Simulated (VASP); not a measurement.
Input of a VASP 6.6.1 run:

The input INCAR:

```
SYSTEM = AlN
  PREC = Accurate
  ENCUT = 520
  EDIFF = 1E-8
  ISMEAR = -1
  SIGMA = 0.02
  LREAL = .FALSE.
  LASPH = .TRUE.
  NELM = 60
  ALGO = Normal
  ISIF = 2
  LWAVE = .FALSE.
  LCHARG = .FALSE.
  GGA = PE
  LEFG = .TRUE.
  NBANDS = 11
```

Contents of KPOINTS:

```
Automatic mesh
0
G
  10 10 10
  0 0 0
```

File POSCAR:

```
AlN
1.0
   -0.0197800000      1.9681100000      1.9681100000
    1.9681100000     -0.0197800000      1.9681100000
    1.9681100000      1.9681100000     -0.0197800000
Al N
1 1
Direct
    0.0000000000      0.0000000000      0.0000000000
    0.5000000000      0.5000000000      0.5000000000
```

Potentials or basis: VASP PAW PBE potentials, release 64 (Al, N).

Run with:

```bash
$ cat potpaw_PBE.64/Al/POTCAR potpaw_PBE.64/N/POTCAR > POTCAR
$ mpirun -np 1 vasp_std > vasp.out
```

(1) Predict the band gap on the k mesh.

(2) Estimate the pressure.

## Answers

(1) 4.90 eV, indirect (least direct gap 6.50 eV).

(2) 25.3 GPa.

Caveat: the cell differs from its parent crystal (equal xy, yz and zx shear strains of -1 %); without QUAD_EFG the Cq values of the log hold for a quadrupole moment of 1 mb, not for the nuclei.
